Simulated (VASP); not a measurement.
**Na: relaxation of cell and atoms with LDA**

Na:

```
CELL_PARAMETERS angstrom
3.51000 0.00000 0.00000
0.00000 3.51000 0.00000
0.00000 0.00000 3.51000
ATOMIC_POSITIONS crystal
Na 0.00000 0.00000 0.00000
```

| Item | Value |
| --- | --- |
| Program | VASP 6.6.1 |
| Task | relaxation of cell and atoms |
| Functional | LDA |
| Potentials or basis | VASP PAW LDA potentials, release 64 (Na_pv) |
| Cutoff | 500 eV |
| k mesh | 6 × 6 × 6 |
| Occupations | methfessel-paxton, width 0.1 eV |
| Spin | no spin polarisation |
| Target pressure | 30 GPa |
| Dipole correction | no |
| Further INCAR settings | ALGO = Normal; EDIFF = 1e-07; IBRION = 2; EDIFFG = -0.02; NSW = 60; ISIF = 3 |

```
Relaxed volume                                         : 15.47 Å³/atom
Relaxed cell                                           : a = 2.491 Å, b = 2.491 Å, c = 2.491 Å, α = 90.00°, β = 90.00°, γ = 90.00°
Space group after relaxing (to 0.05 Å)                 : Pm-3m (No. 221)
Energy change on relaxing (the enthalpy is what falls) : +927.8 meV/atom
Ionic steps                                            : 6
Pressure after relaxing                                : 29.8 GPa
```

The path:
| step | energy change (eV) | largest force (eV/Å) | pressure (GPa) | volume (Å³) |
| --- | --- | --- | --- | --- |
| 1 | 0.0000 | 0.0000 | -0.95 | 43.24 |
| 2 | 3.5147 | 0.0000 | 134.32 | 9.20 |
| 3 | 0.7830 | 0.0000 | 25.22 | 16.31 |
| 4 | 0.8886 | 0.0000 | 28.55 | 15.68 |
| 5 | 0.9582 | 0.0000 | 30.80 | 15.31 |
| 6 | 0.9278 | 0.0000 | 29.83 | 15.47 |

Final structure:
```
Na
1.0
     2.49150    0.00000    0.00000
     0.00000    2.49150    0.00000
     0.00000    0.00000    2.49150
Na
1
Direct
  0.00000 0.00000 0.00000
```

Levels at points of the mesh, in eV from the Fermi level:
| k point | band 1 | band 2 | band 3 | band 4 | band 5 | band 6 |
| --- | --- | --- | --- | --- | --- | --- |
| (0.00, 0.00, 0.00) | -25.60 | -25.60 | -25.60 | -5.80 | 12.39 | 12.39 |
| (0.50, 0.00, 0.00) | -26.34 | -25.54 | -25.54 | -0.46 | 1.09 | 16.45 |
| (0.50, 0.50, 0.00) | -26.19 | -26.19 | -25.48 | 3.16 | 5.61 | 5.61 |
| (0.50, 0.50, 0.50) | -26.08 | -26.08 | -26.08 | 8.08 | 8.08 | 8.08 |

It took 21 s on 1 thread of Intel(R) Xeon(R) Platinum 8488C (Sapphire Rapids) (shared host), peak memory 0.14 GiB.

Caveat: the cell is relaxed towards a set pressure, so the enthalpy falls and the energy may rise; the volume moved by over 15 % at a fixed basis, so the end points are rough.
